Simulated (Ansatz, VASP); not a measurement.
## One calculation of YTl, two programs

```
Y Tl
1.0
     3.73845    0.00000    0.00000
     0.00000    3.73845    0.00000
     0.00000    0.00000    3.73845
Y Tl
1 1
Direct
  0.50000 0.50000 0.50000
  0.00000 0.00000 0.00000
```

Change from the starting cell: volume scaled by 0.99.

Alike in both runs: task single point; functional LDA; k mesh 11 × 11 × 11; occupations fermi-dirac, width 0.08 eV; no spin polarisation.

```csv
,VASP,Ansatz
version,VASP 6.6.1,Ansatz 0.2.0
potentials or method,"VASP PAW LDA potentials, release 64 (Y_sv, Tl_d), cutoff 520 eV","all-electron LAPW, scalar-relativistic"
```

```tsv
	VASP	Ansatz	Ansatz less VASP
pressure (GPa)	-2.4	-2.4	-0.06
```

LDA's correlation is that of Perdew and Zunger in VASP and of Perdew and Wang (1992) in Ansatz. Ansatz ran all-electron here, and VASP with PAW potentials.

Neither program's run includes spin-orbit coupling.
